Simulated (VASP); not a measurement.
# SiO2 (P6_322) in VASP: a series of runs, part 2 of 2

VASP 6.6.1. The steps go on from the part before.

## (3) Relaxation of cell and atoms, PBE, target pressure 15 GPa, at which the enthalpy is minimised

This run uses another cell than the first one, of 12.75 Å³/atom, 1.074 times its volume.

INCAR

```
SYSTEM = SiO2
ALGO     = Normal         ! electronic algorithm
EDIFF    = 1E-6           ! SCF threshold, eV
EDIFFG   = -0.008         ! ionic threshold
ENCUT    = 600            ! plane-wave cutoff, eV
GGA      = PE             ! functional
IBRION   = 2              ! ionic algorithm
ISIF     = 3              ! what is computed and relaxed
ISMEAR   = 0              ! smearing method
LASPH    = .True.         ! aspherical terms in the spheres
LCHARG   = .False.        ! write CHGCAR
LREAL    = .False.        ! projectors in reciprocal space
LWAVE    = .False.        ! write WAVECAR
NELM     = 100            ! most SCF steps
NSW      = 70             ! ionic steps
PREC     = Accurate       ! precision mode
PSTRESS  = 150.0        
SIGMA    = 0.02           ! smearing width, eV
```

KPOINTS

```
k-points
0
Gamma
  6 6 4
  0 0 0
```

POSCAR

```
SiO2
1.0
    4.6083486603      0.0000000000      0.0000000000
   -2.3041743302      3.9909470094      0.0000000000
    0.0000000000      0.0000000000      8.3169842143
Si O
4 8
Direct
    0.6666666667      0.3333333333      0.9364995101
    0.6666666667      0.3333333333      0.5635004899
    0.3333333333      0.6666666667      0.0635004899
    0.3333333333      0.6666666667      0.4364995101
    0.0000000000      0.3582917027      0.0000000000
    0.3582917027      0.3582917027      0.5000000000
    0.6417082973      0.0000000000      0.5000000000
    0.6417082973      0.6417082973      0.0000000000
    0.0000000000      0.6417082973      0.5000000000
    0.6666666667      0.3333333333      0.7500000000
    0.3333333333      0.6666666667      0.2500000000
    0.3582917027      0.0000000000      0.0000000000
```

Potentials or basis: VASP PAW PBE potentials, release 64 (Si, O).

On the command line:

```bash
> cat potpaw_PBE.64/Si/POTCAR potpaw_PBE.64/O/POTCAR > POTCAR
> mpirun -np 1 vasp_std > vasp.out
```

OUTCAR:

```text
SYSTEM = SiO2
   EDIFF = 1E-6
   EDIFFG = -0.008
   ENCUT = 600
   GGA = PE
   IBRION = 2
   ISIF = 3
   ISMEAR = 0
   LASPH = .True.
   LREAL = .False.
   NELM = 100
   NSW = 70
   PREC = Accurate
   PSTRESS = 150.0

 ion  position               nearest neighbor table
   1  0.667  0.333  0.936-  10 1.55   5 1.57  12 1.57   8 1.57   3 2.86   3 2.86   3 2.86   2 3.10

   2  0.667  0.333  0.564-  10 1.55   7 1.57   9 1.57   6 1.57   4 2.86   4 2.86   4 2.86   1 3.10

   3  0.333  0.667  0.064-  11 1.55  12 1.57   5 1.57   8 1.57   1 2.86   1 2.86   1 2.86   4 3.10

   4  0.333  0.667  0.436-  11 1.55   9 1.57   7 1.57   6 1.57   2 2.86   2 2.86   2 2.86   3 3.10

   5  0.000  0.358  0.000-   1 1.57   3 1.57
   6  0.358  0.358  0.500-   2 1.57   4 1.57
   7  0.642  0.000  0.500-   2 1.57   4 1.57
   8  0.642  0.642  0.000-   3 1.57   1 1.57
   9  0.000  0.642  0.500-   4 1.57   2 1.57
  10  0.667  0.333  0.750-   1 1.55   2 1.55
  11  0.333  0.667  0.250-   3 1.55   4 1.55
  12  0.358  0.000  0.000-   3 1.57   1 1.57

  LATTYP: Found a hexagonal cell.
 ALAT       =     4.6083486603
 C/A-ratio  =     1.8047645322

  Lattice vectors:

 A1 = (   4.6083486603,   0.0000000000,   0.0000000000)
 A2 = (  -2.3041743302,   3.9909470094,   0.0000000000)
 A3 = (   0.0000000000,   0.0000000000,   8.3169842143)

Analysis of symmetry for initial positions (statically):
=====================================================================
 Subroutine PRICEL returns:
[... 199 lines left out ...]
  Total       24.5655833     24.5655833     25.3774715     -0.0000000      0.0000000      0.0000000
  in kB      257.3063449    257.3063449    265.8102737     -0.0000000      0.0000000      0.0000000
  external PRESSURE =     110.1409878 kB  Pullay stress =     150.0000000 kB
[... 127 lines left out ...]
  energy  without entropy=      -93.8864533508  energy(sigma->0) =      -93.88645335

  enthalpy is  TOTEN    =       -78.9497733786 eV   P V=       14.9366799722

 E-fermi :   1.1007     XC(G=0):  -8.8604

 val. band max:        1.0111129705   @ k =   0.0000   0.0000   0.2500
 cond. band min:       6.7910015279   @ k =   0.0000   0.0000   0.0000
 fundamental gap:      5.7798885574
 Fermi energy:         1.1007326793

 k-point     1 :       0.0000    0.0000    0.0000
  band No.  band energies     occupation
      1     -18.9306      2.00000
      2     -18.5603      2.00000
      3     -17.2007      2.00000
      4     -16.5716      2.00000
      5     -16.5315      2.00000
      6     -16.5315      2.00000
[... 871 lines left out ...]
     38      10.6899      0.00000
     39      11.2581      0.00000

[... ionic steps 4 to 20 ...]

--------------------------------------- Ionic step       21  -------------------------------------------

 number of electron      63.9999989 magnetization

------------------------ aborting loop because EDIFF is reached ----------------------------------------
[... 91 lines left out ...]
--------------------------------------- Ionic step       23  -------------------------------------------

 number of electron      63.9999988 magnetization

 Free energy of the ion-electron system (eV)
  ---------------------------------------------------
  ext. energy  EPLUGINS =         0.00000000
  ---------------------------------------------------
  free energy    TOTEN  =       -93.47632533 eV

  energy without entropy =      -93.47632533  energy(sigma->0) =      -93.47632533

 E-fermi :   1.2610     XC(G=0):  -8.9209

 val. band max:        1.1202221170   @ k =   0.0000   0.0000   0.2500
 cond. band min:       6.8939685101   @ k =   0.0000   0.0000   0.0000
 fundamental gap:      5.7737463931
 Fermi energy:         1.2610435096

 k-point     1 :       0.0000    0.0000    0.0000
  band No.  band energies     occupation
      1     -18.8415      2.00000
      2     -18.4423      2.00000
      3     -17.2289      2.00000
      4     -16.5742      2.00000
      5     -16.3697      2.00000
      6     -16.3697      2.00000
[... 914 lines left out ...]
  energy  without entropy=      -93.4763253298  energy(sigma->0) =      -93.47632533

  enthalpy is  TOTEN    =       -79.0387970042 eV   P V=       14.4375283256

 reached required accuracy - stopping structural energy minimisation
```

OSZICAR:

```text
N       E                     dE             d eps       ncg     rms          rms(c)
DAV:   1     0.479486980860E+03    0.47949E+03   -0.37153E+04  1638   0.170E+03
DAV:   2    -0.732139917685E+02   -0.55270E+03   -0.53828E+03  2124   0.367E+02
DAV:   3    -0.106487330835E+03   -0.33273E+02   -0.33161E+02  1925   0.998E+01
[... 184 lines left out ...]
DAV:   1    -0.934763602305E+02    0.43408E-02   -0.14061E-02  1652   0.716E-01    0.558E-02
DAV:   2    -0.934763336559E+02    0.26575E-04   -0.40650E-04  1904   0.113E-01    0.192E-02
DAV:   3    -0.934763266072E+02    0.70487E-05   -0.24505E-05  1897   0.363E-02    0.823E-03
DAV:   4    -0.934763253928E+02    0.12145E-05   -0.43274E-06  1779   0.132E-02    0.397E-03
DAV:   5    -0.934763253298E+02    0.62971E-07   -0.94803E-07  1169   0.616E-03
  23 F= -.79038797E+02 E0= -.79038797E+02  d E =-.293979E-04
```

Wall time 14 min (1 thread of Intel Xeon 6975P-C (Granite Rapids), shared host); peak memory 0.39 GiB.

What came out:

```yaml
Free_energy: -93.4763 eV
Relaxed_volume: 12.85 Å³/atom
Relaxed_cell: a = 4.587 Å, b = 4.587 Å, c = 8.463 Å, α = 90.00°, β = 90.00°, γ = 120.00°
Space_group_after_relaxing_to_0.05_Å: P6_322 (No. 182)
Energy_change_on_relaxing_the_enthalpy_is_what_falls: -42.0 meV/atom
Ionic_steps: 23
Pressure_after_relaxing: 15.0 GPa
Largest_force_after_relaxing: 0.004 eV/Å
Band_gap_on_the_k_mesh: 5.77 eV, indirect (least direct gap 5.93 eV)
```

Forces in eV/Å, atoms in the order of the input:
```
Si   0.000  0.000  0.004
Si   0.000  0.000 -0.004
Si   0.000  0.000 -0.004
Si   0.000  0.000  0.004
O    0.002 -0.003  0.000
O   -0.002 -0.003  0.000
O    0.003  0.000  0.000
O    0.002  0.003  0.000
O   -0.002  0.003  0.000
O    0.000  0.000  0.000
O    0.000  0.000  0.000
O   -0.003  0.000  0.000
```

The path:
```csv
step,energy change (eV),largest force (eV/Å),pressure (GPa),volume (Å³)
1,0.0000,1.3163,26.01,152.96
2,-1.1033,1.4049,-4.34,173.19
3,-0.9140,0.2664,13.66,159.54
4,-0.8940,0.2988,14.02,159.32
5,-0.8207,0.3914,14.09,158.22
6,-0.7585,0.7339,14.16,157.50
7,-0.7327,0.6688,14.23,157.11
8,-0.6486,0.4706,14.48,155.94
9,-0.4463,0.0806,15.02,153.63
10,-0.4962,0.1555,14.90,154.15
11,-0.4900,0.1441,14.91,154.08
12,-0.4955,0.0873,14.97,154.13
13,-0.5043,0.0099,15.06,154.22
14,-0.5091,0.0038,15.06,154.27
15,-0.5193,0.0339,15.05,154.38
16,-0.5241,0.0156,14.97,154.43
17,-0.5264,0.0111,14.94,154.45
18,-0.5243,0.0121,14.93,154.43
19,-0.5207,0.0170,14.94,154.39
20,-0.5164,0.0118,14.96,154.34
21,-0.5113,0.0185,15.00,154.29
22,-0.5082,0.0122,15.01,154.26
23,-0.5039,0.0036,15.02,154.21
```

Final structure:
```
Si O
1.0
     4.58712    0.00000    0.00000
    -2.29356    3.97256    0.00000
     0.00000    0.00000    8.46255
Si O
4 8
Cartesian
  2.2936 1.3242 7.9242
  2.2936 1.3242 4.7696
  0.0000 2.6484 0.5383
  0.0000 2.6484 3.6930
  3.8070 1.3512 0.0000
  0.7801 1.3512 4.2313
  0.7333 3.9726 4.2313
  1.5134 2.6213 0.0000
  -1.5134 2.6213 4.2313
  2.2936 1.3242 6.3469
  0.0000 2.6484 2.1156
  1.5603 0.0000 0.0000
```

Caveat: the cell is relaxed towards a set pressure, so the enthalpy falls and the energy may rise.

## (4) Relaxation of shape and atoms at fixed volume, PBE (volume scaled by 0.97)

INCAR

```
PREC = Accurate
ENCUT = 600
EDIFF = 1E-7
ISMEAR = 0
SIGMA = 0.02
LREAL = F
LASPH = T
NELM = 80
ALGO = Normal
ISIF = 4
LWAVE = F
LCHARG = F
GGA = PE
IBRION = 2
NSW = 50
EDIFFG = -0.01
```

KPOINTS

```
regular mesh
0
Gamma
  6 6 4
```

POSCAR

```
SiO2
1.0
    5.0477910244      0.0000000000      0.0000000000
   -2.5238955122      4.3715152602      0.0000000000
    0.0000000000      0.0000000000      8.5414108818
Si O
4 8
Direct
    0.6666666667      0.3333333333      0.9372042215
    0.6666666667      0.3333333333      0.5627957785
    0.3333333333      0.6666666667      0.0627957785
    0.3333333333      0.6666666667      0.4372042215
    0.0000000000      0.4173772555      0.0000000000
    0.4173772555      0.4173772555      0.5000000000
    0.5826227445      0.0000000000      0.5000000000
    0.5826227445      0.5826227445      0.0000000000
    0.0000000000      0.5826227445      0.5000000000
    0.6666666667      0.3333333333      0.7500000000
    0.3333333333      0.6666666667      0.2500000000
    0.4173772555      0.0000000000      0.0000000000
```

On the command line:

```bash
> cat potpaw_PBE.64/Si/POTCAR potpaw_PBE.64/O/POTCAR > POTCAR
> mpirun -np 1 vasp_std > vasp.out
```

Wall time 18 min (1 thread of Intel Xeon Platinum 8259CL at 2.50GHz (Skylake/Cascade Lake), shared host); peak memory 0.41 GiB.

Results (log left out):

- Free energy: -94.9329 eV
- Energy gained by relaxing: 5.2 meV/atom
- Ionic steps: 10
- Pressure after relaxing: 1.1 GPa
- Band gap on the k mesh: 5.50 eV, indirect (least direct gap 5.58 eV)

Step by step:
```csv
step,energy change (eV),largest force (eV/Å),pressure (GPa),volume (Å³)
1,0.0000,0.2817,4.72,188.48
2,-0.0208,0.2242,4.03,188.48
3,-0.0539,0.2208,1.91,188.48
4,-0.0563,0.3982,1.35,188.48
5,-0.0593,0.1380,1.59,188.48
6,-0.0615,0.1042,1.39,188.48
7,-0.0628,0.0363,1.00,188.48
8,-0.0628,0.0466,1.06,188.48
9,-0.0626,0.0905,1.07,188.48
10,-0.0629,0.0017,1.07,188.48
```

Final structure:
```yaml
crystal:
  lattice:
    - [5.02589, 0.00000, 0.00000]
    - [-2.51294, 4.35255, 0.00000]
    - [0.00000, 0.00000, 8.61602]
  atoms:
    - { symbol: Si, position: [0.66667, 0.33333, 0.93700] }
    - { symbol: Si, position: [0.66667, 0.33333, 0.56300] }
    - { symbol: Si, position: [0.33333, 0.66667, 0.06300] }
    - { symbol: Si, position: [0.33333, 0.66667, 0.43700] }
    - { symbol: O, position: [0.00000, 0.40362, 0.00000] }
    - { symbol: O, position: [0.40362, 0.40362, 0.50000] }
    - { symbol: O, position: [0.59638, 0.00000, 0.50000] }
    - { symbol: O, position: [0.59638, 0.59638, 0.00000] }
    - { symbol: O, position: [0.00000, 0.59638, 0.50000] }
    - { symbol: O, position: [0.66667, 0.33333, 0.75000] }
    - { symbol: O, position: [0.33333, 0.66667, 0.25000] }
    - { symbol: O, position: [0.40362, 0.00000, 0.00000] }
```

Levels at points of the mesh, in eV from the valence-band top:
| k point | band 29 | band 30 | band 31 | band 32 | band 33 | band 34 | band 35 | band 36 |
| --- | --- | --- | --- | --- | --- | --- | --- | --- |
| (0.00, 0.00, 0.00) | -0.78 | -0.78 | -0.08 | -0.08 | 5.50 | 7.67 | 8.31 | 8.87 |
| (0.50, 0.00, 0.00) | -0.92 | -0.74 | -0.63 | -0.06 | 7.72 | 8.37 | 8.87 | 9.11 |
| (0.00, 0.00, 0.50) | -0.65 | -0.65 | -0.17 | -0.17 | 6.30 | 6.30 | 9.14 | 9.14 |
| (0.50, 0.00, 0.50) | -0.72 | -0.72 | -0.38 | -0.38 | 8.12 | 8.12 | 8.62 | 8.62 |

Caveat: the cell differs from its parent crystal (volume scaled by 0.97).

## (5) Summary

```csv
task,cell,gap on the mesh (eV),pressure (GPa)
relaxation of cell and atoms,"relaxed to 30 GPa from a = 4.468, b = 4.468, c = 8.234 Å, angles 90.0, 90.0, 120.0°, 12 atoms",5.86,30.0
relaxation of cell and atoms,"relaxed to 15 GPa from a = 4.608, b = 4.608, c = 8.317 Å, angles 90.0, 90.0, 120.0°, 12 atoms",5.77,15.0
relaxation of shape and atoms at fixed volume,"relaxed from a = 5.048, b = 5.048, c = 8.541 Å, angles 90.0, 90.0, 120.0°, 12 atoms",5.50,1.1
```

Alike in all rows: level PBE; potentials or basis VASP PAW PBE potentials, release 64 (Si, O); no spin polarisation; k mesh 6 × 6 × 4; cutoff (eV) 600; smearing gaussian 0.02 eV.

Caveats: the cell is relaxed towards a set pressure, so the enthalpy falls and the energy may rise (some runs).

Total energies depend on the potentials used, so only differences within one code and one set of settings carry meaning.
